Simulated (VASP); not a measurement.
Runs of VASP 6.6.1 on Al3Ru. The structure is that of space group Pm-3n (No. 223), or close to it. The cells are those of the table. The cell was generated, and may not be a known phase.

```tsv
task	spin	cell	k mesh	cutoff (eV)	gap on the mesh (eV)	pressure (GPa)	relaxed volume (Å³/atom)
single point	off	a = 5.217 Å, 8 atoms	4 × 4 × 4	520	none	(a)	-
single point	off	a = 4.904 Å, 8 atoms	8 × 8 × 8	520	none	-0.1	-
relaxation of cell and atoms	off	relaxed from a = 4.908 Å, 8 atoms	8 × 8 × 8	600	none	-0.1	14.74
relaxation of cell and atoms	off	relaxed from a = 5.217 Å, 8 atoms	4 × 4 × 4	600	none	-0.2	14.79
single point	collinear, ferromagnetic start	a = 4.908 Å, 8 atoms	4 × 4 × 4	520	none	-0.2	-
single point	off	a = 4.908 Å, 8 atoms	4 × 4 × 4	520	none	-0.2	-
```

Alike in all rows: level PBE; potentials or basis VASP PAW PBE potentials, release 64 (Al, Ru_pv); smearing gaussian 0.1 eV.

Fill in the values left out.

(a) -17.4.

Caveats: the cell stands under tension (at least some runs); the volume moved by over 15 % at a fixed basis, so the end points are rough (at least some runs).

A k mesh can miss the band edges, and the runs leave out spin-orbit coupling on Ru.

A gap of «none» marks levels without a gap at the run's occupations.
